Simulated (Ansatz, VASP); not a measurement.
Two plane-wave programs on GdN

```
Gd N
1.0
     4.02172    0.00000    0.00000
    -2.01086    3.48291    0.00000
     0.00000    0.00000    4.98810
Gd N
2 2
Cartesian
  2.0109 1.1610 0.2574
  0.0000 2.3219 2.7515
  2.0109 1.1610 2.8611
  0.0000 2.3219 0.3671
```

Alike in both runs: functional PBEsol; k mesh 10 × 10 × 6; occupations gaussian, width 0.05 eV; collinear spin.

Ansatz relaxed the structure, and its values are those at the end. VASP's run is a single point on that final structure, the one shown.

```csv
,VASP,Ansatz
version,VASP 6.6.1,Ansatz 0.2.0
potentials or method,"VASP PAW PBE potentials, release 64 (Gd, N), cutoff 520 eV","scalar-relativistic, plane waves, PAW"
valence electrons in the cell,46,46
```

VASP gave:

* gap on the k mesh at the Fermi level (eV): 0.42
* least direct gap on the mesh (eV): 0.83
* pressure (GPa): 0.1
* rms of the force components (eV/Å): 0.003
* net moment per atom (μB): 3.50
* size of the moment on the site where the two differ most (μB): 0.07

Task: Estimate Ansatz's values.

Result: gap on the k mesh at the Fermi level (eV): 0.40; least direct gap on the mesh (eV): 0.81; pressure (GPa): 0.0; rms of the force components (eV/Å): 0.000; net moment per atom (μB): 3.50; size of the moment on the site where the two differ most (μB): 0.07.

VASP's potentials were made for PBE, not for PBEsol. Site moments also hang on the region over which each program counts them.

Neither program's run includes spin-orbit coupling.
